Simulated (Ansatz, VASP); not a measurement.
**MgB2 in VASP and in Ansatz**

The input INCAR:

```
PREC     = Accurate       # precision mode
ENCUT    = 520            # plane-wave cutoff, eV
EDIFF    = 1E-8           # SCF threshold, eV
ISMEAR   = -1             # smearing method
SIGMA    = 0.05           # smearing width, eV
LREAL    = F              # projectors in reciprocal space
LASPH    = T              # aspherical terms in the spheres
NELM     = 60             # most SCF steps
ALGO     = Normal         # electronic algorithm
ISIF     = 2              # what is computed and relaxed
LWAVE    = F              # write WAVECAR
LCHARG   = F              # write CHGCAR
LEFG     = T            
NBANDS   = 11             # bands
```

File KPOINTS:

```
Automatic mesh
0
Gamma
  12 12 9
```

POSCAR

```
MgB2
1.0
    3.0642953789      0.0000000000      0.0000000000
   -1.5321476895      2.6537576429      0.0000000000
    0.0000000000      0.0000000000      3.4993549923
Mg B
1 2
Direct
    0.0000000000      0.0000000000      0.0000000000
    0.3333333333      0.6666666667      0.5000000000
    0.6666666667      0.3333333333      0.5000000000
```

Input for Ansatz:

```yaml
crystal:
  lattice:
    - [3.0642953789, 0.0, 0.0]
    - [-1.5321476895, 2.6537576429, 0.0]
    - [0.0, 0.0, 3.4993549923]
  atoms:
    - { symbol: Mg, position: [0.0, 0.0, 0.0] }
    - { symbol: B, position: [0.3333333333, 0.6666666667, 0.5] }
    - { symbol: B, position: [0.6666666667, 0.3333333333, 0.5] }
kpoints:
  mp_grid: { grid: [12, 12, 9] }
scf:
  occupations: { method: fermi_dirac, width: 0.05 }
hamiltonian:
  xc: lda
  pseudopotentials: { kind: all_electron, datasets: crystal }
output:
  forces: true
  stress: true
  eigenvalues: true
  efg: { contact_densities: true }
```

Change from the starting cell: volume scaled by 0.98, crystal datasets.

Alike in both runs: task electric field gradients; functional LDA; k mesh 12 × 12 × 9; occupations fermi-dirac, width 0.05 eV; no spin polarisation.

```csv
,VASP,Ansatz
version,VASP 6.6.1,Ansatz 0.2.0
potentials or method,"VASP PAW LDA potentials, release 64 (Mg, B), cutoff 520 eV","all-electron PAW with datasets made for the crystal, scalar-relativistic"
```

```tsv
	VASP	Ansatz	Ansatz less VASP
pressure (GPa)	-5.3	-4.7	+0.59
traceless stress, the component that is largest in VASP (GPa)	-0.09	0.03	+0.123
size of Vzz on the site where it differs most (V/Å²)	20.2	18.0	-2.16
```

LDA's correlation is that of Perdew and Zunger in VASP and of Perdew and Wang (1992) in Ansatz. Ansatz ran all-electron here, and VASP with PAW potentials.
